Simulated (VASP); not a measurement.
# Te (R-3m) in VASP: single point with PBEsol

Aim: the single point of Te with PBEsol.

All numbers are computed with VASP 6.6.1; they aren't measurements. Logs are shortened: lines on timing, memory, paths and dates and some standing lists are left out, and cuts for length are marked.

## (1) The cell of the first run

It takes space group R-3m (No. 166, trigonal). Conventional cell: a = 4.386 Å, b = 4.386 Å, c = 30.497 Å, α = 90.00°, β = 90.00°, γ = 120.00°. Te (site symmetry -3m) has 12 Te at 4.39 to 4.55 Å within 5.8 Å. Te (site symmetry 3m) has 12 Te at 3.64 to 4.55 Å within 4.8 Å.

## (2) Single point, PBEsol

Contents of INCAR:

```
SYSTEM = Te
PREC     = Accurate       ! precision mode
ENCUT    = 500            ! plane-wave cutoff, eV
EDIFF    = 1E-6           ! SCF threshold, eV
ISMEAR   = 1              ! smearing method
SIGMA    = 0.05           ! smearing width, eV
LREAL    = .False.        ! projectors in reciprocal space
LASPH    = .True.         ! aspherical terms in the spheres
NELM     = 120            ! most SCF steps
ALGO     = Normal         ! electronic algorithm
ISIF     = 2              ! what is computed and relaxed
LWAVE    = .False.        ! write WAVECAR
LCHARG   = .False.        ! write CHGCAR
GGA      = PS             ! functional
NBANDS   = 16             ! bands
GGA_COMPAT= .False.
```

Contents of KPOINTS:

```
regular mesh
0
Gamma
  5 5 5
  0 0 0
```

Contents of POSCAR:

```
Te
1.0
    2.1930000000      1.2661290000     10.1656670000
   -2.1930000000      1.2661290000     10.1656670000
    0.0000000000     -2.5322580000     10.1656670000
Te
3
Direct
    0.0000000000      0.0000000000      0.0000000000
    0.2095000000      0.2095000000      0.2095000000
    0.7905000000      0.7905000000      0.7905000000
```

Potentials or basis: VASP PAW PBE potentials, release 64 (Te).

Run with:

```sh
cat potpaw_PBE.64/Te/POTCAR > POTCAR
mpirun -np 1 vasp_std > vasp.out
```

OUTCAR:

```text
SYSTEM = Te
   PREC = Accurate
   ENCUT = 500
   EDIFF = 1E-6
   ISMEAR = 1
   LREAL = .False.
   LASPH = .True.
   NELM = 120
   ISIF = 2
   GGA = PS

 ion  position               nearest neighbor table
   1  0.000  0.000  0.000-
   2  0.209  0.209  0.209-   3 3.64   3 3.64   3 3.64
   3  0.791  0.791  0.791-   2 3.64   2 3.64   2 3.64

  LATTYP: Found a trigonal (rhomboedric) cell.
 ALAT       =    10.4763121946
 COS(alpha) =     0.9123624163

  Lattice vectors:

 A1 = (   2.1930000000,   1.2661290000,  10.1656670000)
 A2 = (  -2.1930000000,   1.2661290000,  10.1656670000)
 A3 = (   0.0000000000,  -2.5322580000,  10.1656670000)

Analysis of symmetry for initial positions (statically):
=====================================================================
 Subroutine PRICEL returns:
 Original cell was already a primitive cell.

 Routine SETGRP: Setting up the symmetry group for a
 trigonal (rhombohedral) supercell.

 Subroutine GETGRP returns: Found 12 space group operations
 (whereof 12 operations were pure point group operations)
 out of a pool of 12 trial point group operations.

The static configuration has the point symmetry D_3d.

Analysis of symmetry for dynamics (positions and initial velocities):
=====================================================================
 Subroutine PRICEL returns:
 Original cell was already a primitive cell.

 Routine SETGRP: Setting up the symmetry group for a
 trigonal (rhombohedral) supercell.

 Subroutine GETGRP returns: Found 12 space group operations
 (whereof 12 operations were pure point group operations)
 out of a pool of 12 trial point group operations.

The dynamic configuration has the point symmetry D_3d.

 Subroutine INISYM returns: Found 12 space group operations
 (whereof 12 operations are pure point group operations),
 and found     1 'primitive' translations

----------------------------------------------------------------------------------------

                                     Primitive cell

  volume of cell :     169.3572

  direct lattice vectors                    reciprocal lattice vectors
     2.193000000  1.266129000 10.165667000     0.227998176  0.131634823  0.032790109
    -2.193000000  1.266129000 10.165667000    -0.227998176  0.131634823  0.032790109
     0.000000000 -2.532258000 10.165667000     0.000000000 -0.263269646  0.032790109

  length of vectors
    10.476312195 10.476312195 10.476312144     0.265303762  0.265303762  0.265303784

  position of ions in fractional coordinates (direct lattice)
     0.000000000  0.000000000  0.000000000
     0.209500000  0.209500000  0.209500000
     0.790500000  0.790500000  0.790500000

  ion indices of the primitive-cell ions
   primitive index   ion index
                 1           1
                 2           2
                 3           3

----------------------------------------------------------------------------------------

 KPOINTS: regular mesh

Automatic generation of k-mesh.
 Grid dimensions read from file:
 generate k-points for:    5    5    5

 Generating k-lattice:

  Cartesian coordinates                     Fractional coordinates (reciprocal lattice)
     0.045599635  0.026326965  0.006558022     0.200000000 -0.000000000  0.000000000
    -0.045599635  0.026326965  0.006558022    -0.000000000  0.200000000  0.000000000
     0.000000000 -0.052653929  0.006558022     0.000000000  0.000000000  0.200000000

  Length of vectors
     0.053060752  0.053060752  0.053060757

  Shift w.r.t. Gamma in fractional coordinates (k-lattice)
     0.000000000  0.000000000  0.000000000

 Subroutine IBZKPT returns following result:
 ===========================================

 Found     19 irreducible k-points:

 Following reciprocal coordinates:
            Coordinates               Weight
  0.000000  0.000000  0.000000      1.000000
  0.200000  0.000000  0.000000      6.000000
  0.400000  0.000000  0.000000      6.000000
  0.200000  0.200000  0.000000      6.000000
  0.400000  0.200000  0.000000     12.000000
 -0.400000  0.200000 -0.000000     12.000000
[... 11 lines left out ...]
  0.400000  0.400000  0.400000      2.000000
 -0.400000  0.400000  0.400000      6.000000
   k-points           NKPTS =     19   k-points in BZ     NKDIM =     19   number of bands    NBANDS=     16
   number of dos      NEDOS =    301   number of ions     NIONS =      3
   total plane-waves  NPLWV = 512000
   dimension x,y,z NGX =    80 NGY =   80 NGZ =   80
   dimension x,y,z NGXF=   160 NGYF=  160 NGZF=  160
   ions per type =               3
   NGX,Y,Z   is equivalent  to a cutoff of  12.69, 12.69, 12.69 a.u.
   NGXF,Y,Z  is equivalent  to a cutoff of  25.39, 25.39, 25.39 a.u.
 SYSTEM =  Te
   PREC   = accura    normal or accurate (medium, high low for compatibility)
   ISTART =      0    job   : 0-new  1-cont  2-samecut
   ICHARG =      2    charge: 1-file 2-atom 10-const
   ISPIN  =      1    spin polarized calculation?
   LNONCOLLINEAR =      F non collinear calculations
   LSORBIT =      F    spin-orbit coupling
   LASPH  =      T    aspherical Exc in radial PAW
   ENCUT  =  500.0 eV  36.75 Ry    6.06 a.u.  19.10 19.10 19.10*2*pi/ulx,y,z
   NELM   =    120;   NELMIN=  2; NELMDL= -5     # of ELM steps
   EDIFF  = 0.1E-05   stopping-criterion for ELM
   LREAL  =      F    real-space projection
   EDIFFG = 0.1E-04   stopping-criterion for IOM
   NSW    =      0    number of steps for IOM
   IBRION =     -1    ionic relax: 0-MD 1-quasi-New 2-CG
   NFREE  =      0    steps in history (QN), initial steepest desc. (CG)
   ISIF   =      2    stress and relaxation
   ISYM   =      2    0-nonsym 1-usesym 2-fastsym
   POTIM  = 0.5000    time-step for ionic-motion
   TEBEG  =    0.0;   TEEND  =   0.0 temperature during run
   PSTRESS=    0.0 pullay stress
   NELECT =      18.0000    total number of electrons
   NUPDOWN=      -1.0000    fix difference up-down
   EMIN   =  10.00;   EMAX   =-10.00  energy-range for DOS
   EFERMI =   0.00;   METHOD = LEGACY
   ISMEAR =     1;   SIGMA  =   0.05  broadening in eV -4-tet -1-fermi 0-gaus
   EFERMI_NEDOS =   21; number of points for ismear=-14 and -15
   IALGO  =     38    algorithm
   IMIX   =      4    mixing-type and parameters
     AMIX     =   0.40;   BMIX     =  1.00
     AMIX_MAG =   1.60;   BMIX_MAG =  1.00
  volume/ion in A,a.u.               =      56.45       380.96
  Fermi-wavevector in a.u.,A,eV,Ry     =   0.775469  1.465424  8.181892  0.601352
  Thomas-Fermi vector in A             =   1.877743
   LORBIT       =      0    0 simple, 1 ext, 2 COOP (PROOUT), +10 PAW based schemes
   GGA     = PS    functional components
   LHFCALC =     F    Hartree Fock is set to
   AEXX    =    0.0000 exact exchange contribution
   IVDW    =     0    specifies the selected vdW correction
   LEPSILON=     F    determine dielectric tensor
   LRPA    =     F    only Hartree local field effects (RPA)
 non-spin polarized calculation
 Methfessel and Paxton  Order N= 1 SIGMA  =   0.05
  energy-cutoff  :      500.00
  volume of cell :      169.36
 maximum number of plane-waves:      4314
 NGX is ok and might be reduce to    80
   NGX = 39   NGY = 39   NGZ = 39

 number of electron      18.0000000 magnetization

 Free energy of the ion-electron system (eV)
  ---------------------------------------------------
  ext. energy  EPLUGINS =         0.00000000
  ---------------------------------------------------
  free energy    TOTEN  =        -5.94825782 eV

  energy without entropy =       -5.94697952  energy(sigma->0) =       -5.94783172

 E-fermi :   0.8073     XC(G=0):  -7.3123

 val. band max:        0.8014344452   @ k =  -0.4000   0.2000   0.2000
 cond. band min:       0.8223988137   @ k =  -0.4000   0.4000   0.2000
 fundamental gap:      0.0209643685
 Fermi energy:         0.8072959632

 k-point     1 :       0.0000    0.0000    0.0000
  band No.  band energies     occupation
      1     -10.2055      2.00000
      2      -9.1287      2.00000
      3      -9.0840      2.00000
      4      -1.3781      2.00000
      5      -0.5381      2.00000
      6       0.5442      2.00000
[... 8 lines left out ...]
     15       6.7325      0.00000
     16       8.5709      0.00000

 k-point     2 :       0.2000    0.0000    0.0000
  band No.  band energies     occupation
      1     -10.0193      2.00000
      2      -9.0632      2.00000
      3      -9.0027      2.00000
      4      -1.3209      2.00000
      5      -0.9363      2.00000
      6       0.1605      2.00000
[... 8 lines left out ...]
     15       7.1659      0.00000
     16       7.8330      0.00000

 k-point     3 :       0.4000    0.0000    0.0000
  band No.  band energies     occupation
      1      -9.6103      2.00000
      2      -9.0809      2.00000
      3      -8.8164      2.00000
      4      -1.8568      2.00000
      5      -1.4403      2.00000
      6      -0.7383      2.00000
[... 8 lines left out ...]
     15       6.9120      0.00000
     16       7.5732      0.00000

 k-point     4 :       0.2000    0.2000    0.0000
  band No.  band energies     occupation
      1     -10.0183      2.00000
      2      -9.0873      2.00000
      3      -8.9792      2.00000
      4      -1.3632      2.00000
      5      -0.8661      2.00000
      6       0.0269      2.00000
[... 8 lines left out ...]
     15       7.4307      0.00000
     16       7.7683      0.00000

 k-point     5 :       0.4000    0.2000    0.0000
  band No.  band energies     occupation
      1      -9.7101      2.00000
      2      -9.0638      2.00000
      3      -8.8483      2.00000
      4      -1.4246      2.00000
      5      -1.3875      2.00000
      6      -0.7551      2.00000
[... 8 lines left out ...]
     15       7.4699      0.00000
     16       7.6469      0.00000

 k-point     6 :      -0.4000    0.2000   -0.0000
  band No.  band energies     occupation
      1      -9.4044      2.00000
      2      -9.1615      2.00000
      3      -8.7539      2.00000
      4      -1.7859      2.00000
      5      -1.4284      2.00000
      6      -1.0575      2.00000
[... 8 lines left out ...]
     15       7.1126      0.00000
     16       7.8650      0.00000
[... 172 lines left out ...]
 k-point    16 :      -0.2000    0.4000    0.2000
  band No.  band energies     occupation
      1      -9.4039      2.00000
      2      -9.1621      2.00000
      3      -8.7539      2.00000
      4      -1.7661      2.00000
      5      -1.4773      2.00000
      6      -0.9975      2.00000
[... 8 lines left out ...]
     15       7.3447      0.00000
     16       7.7992      0.00000

 k-point    17 :      -0.4000   -0.4000    0.2000
  band No.  band energies     occupation
      1      -9.6070      2.00000
      2      -9.0926      2.00000
      3      -8.8079      2.00000
      4      -1.7956      2.00000
      5      -1.4846      2.00000
      6      -0.6052      2.00000
[... 8 lines left out ...]
     15       6.9855      0.00000
     16       7.5955      0.00000

 k-point    18 :       0.4000    0.4000    0.4000
  band No.  band energies     occupation
      1     -10.1971      2.00000
      2      -9.2524      2.00000
      3      -8.9637      2.00000
      4      -1.6606      2.00000
      5       0.2134      2.00000
      6       0.5391      2.00000
[... 8 lines left out ...]
     15       6.7228      0.00000
     16       8.2177      0.00000

 k-point    19 :      -0.4000    0.4000    0.4000
  band No.  band energies     occupation
      1     -10.0117      2.00000
      2      -9.1594      2.00000
      3      -8.9112      2.00000
      4      -1.4758      2.00000
      5      -0.7074      2.00000
      6      -0.0065      2.00000
[... 8 lines left out ...]
     15       7.3156      0.00000
     16       7.9315      0.00000

------------------------ aborting loop because EDIFF is reached ----------------------------------------

  FORCE on cell =-STRESS in cart. coord.  units (eV):
  Direction    XX          YY          ZZ          XY          YZ          ZX
  --------------------------------------------------------------------------------------
  -------------------------------------------------------------------------------------
  Total       -6.6501928     -6.6501913     -9.3381969      0.0000000      0.0000000     -0.0000000
  in kB      -62.9131023    -62.9130883    -88.3425416      0.0000000      0.0000000     -0.0000000
  external PRESSURE =     -71.3895774 kB  Pullay stress =       0.0000000 kB

 VOLUME and BASIS-vectors are now :
 -----------------------------------------------------------------------------
  energy-cutoff  :      500.00
  volume of cell :      169.36
      direct lattice vectors                 reciprocal lattice vectors
     2.193000000  1.266129000 10.165667000     0.227998176  0.131634823  0.032790109
    -2.193000000  1.266129000 10.165667000    -0.227998176  0.131634823  0.032790109
     0.000000000 -2.532258000 10.165667000     0.000000000 -0.263269646  0.032790109

 POSITION                                       TOTAL-FORCE (eV/Angst)
 -----------------------------------------------------------------------------------
      0.00000      0.00000      0.00000         0.000000      0.000000     -0.000000
      0.00000      0.00000      6.38912         0.000000     -0.000000     -1.659221
      0.00000      0.00000     24.10788         0.000000      0.000000      1.659221
 -----------------------------------------------------------------------------------
    total drift:                                0.000000      0.000000     -0.000000

  FREE ENERGIE OF THE ION-ELECTRON SYSTEM (eV)
  ---------------------------------------------------
  free  energy   TOTEN  =        -5.9482578174 eV

  energy  without entropy=       -5.9469795185  energy(sigma->0) =       -5.94783172
```

Wall time 4.7 min (1 thread of AMD EPYC 7R13 (Zen 3), shared host); peak memory 0.82 GiB.

What came out:

```yaml
Free_energy: -5.9483 eV
Pressure: -7.1 GPa
Largest_force: 1.659 eV/Å
Band_gap_on_the_k_mesh: zero (bands 9 and 10 overlap by 0.87 eV)
```

Forces on the atoms (eV/Å):
```
Te   0.000  0.000  0.000
Te   0.000  0.000 -1.659
Te   0.000  0.000  1.659
```

Caveat: the cell stands under tension; the PAW data sets were made with another functional, which shifts forces and pressure a little; spin-orbit coupling is left out, which moves the levels of the heavy elements.

The gap in the log of VASP goes by the Fermi energy; the results here count the filled bands.